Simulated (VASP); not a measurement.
A run of VASP 6.6.1:

File INCAR:

```
SYSTEM = H3C5
  ALGO = Normal
  EDIFF = 1E-6
  ENCUT = 520
  GGA = PE
  ISIF = 2
  ISMEAR = -1
  IVDW = 12
  LASPH = .TRUE.
  LCHARG = .FALSE.
  LREAL = Auto
  LWAVE = .FALSE.
  NBANDS = 68
  NELM = 60
  PREC = Accurate
  SIGMA = 0.05
```

The input KPOINTS:

```
k-points
0
G
  2 2 1
  0 0 0
```

The input POSCAR:

```
H3C5
1.0
    5.0487420000      0.0000000000      0.0000000000
    0.0000000000      5.0487420000      0.0000000000
    0.0000000000      0.0000000000     17.1355610000
H C
12 20
Direct
    0.4277897346      0.0000000000      0.0583581711
    0.0722160095      0.0000000000      0.0583581711
    0.9277954786      0.0000000000      0.0583581711
    0.5722217535      0.0000000000      0.0583581711
    0.4277897346      0.5000057440      0.0583581711
    0.0722160095      0.5000057440      0.0583581711
    0.9277954786      0.5000057440      0.0583581711
    0.5722217535      0.5000057440      0.0583581711
    0.7367379834      0.0103590162      0.3545025459
    0.2116566860      0.4821597142      0.3520398311
    0.7530588808      0.4715630151      0.3544266803
    1.2817252298      1.0157975987      0.3605717957
    0.2500028720      0.0000000000      0.0953981022
    0.7500086160      0.0000000000      0.0953981022
    0.2500028720      0.5000057440      0.0953981022
    0.7500086160      0.5000057440      0.0953981022
    0.2500028720      0.2500028720      0.1474827699
    0.7500086160      0.2500028720      0.1474827699
    0.2500028720      0.7500086160      0.1474827699
    0.7500086160      0.7500086160      0.1474827699
    0.0133696671      0.2459226477      0.1944844409
    0.5141082670      0.2561628223      0.1956457685
    0.0086358146      0.7488598150      0.2060218513
    0.5102063049      0.7512366447      0.2040843600
    0.0041396451      0.0213914674      0.2532978057
    0.4988569430      0.0229760206      0.2494053156
    0.0139836815      0.4755442049      0.2474444811
    0.5046207550      0.4911124395      0.2539805963
    0.2568164505      0.0999853033      0.3014899833
    0.7535936675      0.1021442569      0.2956366588
    0.2456255439      0.4113301888      0.2978250902
    0.7591792173      0.4000006338      0.2973640606
```

Potentials or basis: VASP PAW PBE potentials, release 64 (H, C).

Run with:

```console
$ cat potpaw_PBE.64/H/POTCAR potpaw_PBE.64/C/POTCAR > POTCAR
$ mpirun -np 1 vasp_std > vasp.out
```

Hardware: 1 thread of Intel(R) Xeon(R) Platinum 8488C (Sapphire Rapids), on a shared host.

Q: Estimate the wall time of this run.

A: Run time: 4.1 min on 1 thread of Intel(R) Xeon(R) Platinum 8488C (Sapphire Rapids), on a shared host, peak memory 0.49 GiB. Counts: scf iterations 23, k points 4.
